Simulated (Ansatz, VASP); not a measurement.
CdS: VASP beside Ansatz

```
Cd S
1.0
     4.20461    0.00000    0.00000
    -2.10231    3.64130    0.00000
     0.00000    0.00000    6.82565
Cd S
2 2
Direct
  0.66667 0.33333 0.50000
  0.33333 0.66667 0.00000
  0.66667 0.33333 0.87500
  0.33333 0.66667 0.37500
```

Alike in both runs: task single point; functional RPBE; dispersion D4; k mesh 7 × 7 × 4; occupations fermi-dirac, width 0.05 eV; no spin polarisation.

|  | VASP | Ansatz |
| --- | --- | --- |
| version | VASP 6.6.1 | Ansatz 0.2.0 |
| potentials or method | VASP PAW PBE potentials, release 64 (Cd, S) | Ansatz PAW |
| plane-wave cutoff (eV) | 520 | 420 |
| valence electrons in the cell | 36 | 52 |

|  | VASP | Ansatz | Ansatz less VASP |
| --- | --- | --- | --- |
| gap on the k mesh at the Fermi level (eV) | 1.29 | 1.29 | 0.000 |
| least direct gap on the mesh (eV) | 1.29 | 1.29 | 0.000 |
| pressure (GPa) | -1.8 | -2.1 | -0.29 |
| traceless stress, the component that is largest in VASP (GPa) | 0.29 | 0.28 | -0.012 |
| rms of the force components (eV/Å) | 0.040 | 0.039 | -0.0008 |

VASP's potentials were made for PBE, not for RPBE. Atom by atom the forces differ by 0.001 eV/Å (rms over components). VASP's potentials hold 36 valence electrons a cell and Ansatz's 52, so a difference there can come from the potentials and not from the codes.

Noted on Ansatz's run: odd divisions of the mesh miss points on the zone boundary, where band edges often lie, so the gap on the mesh can be too wide.
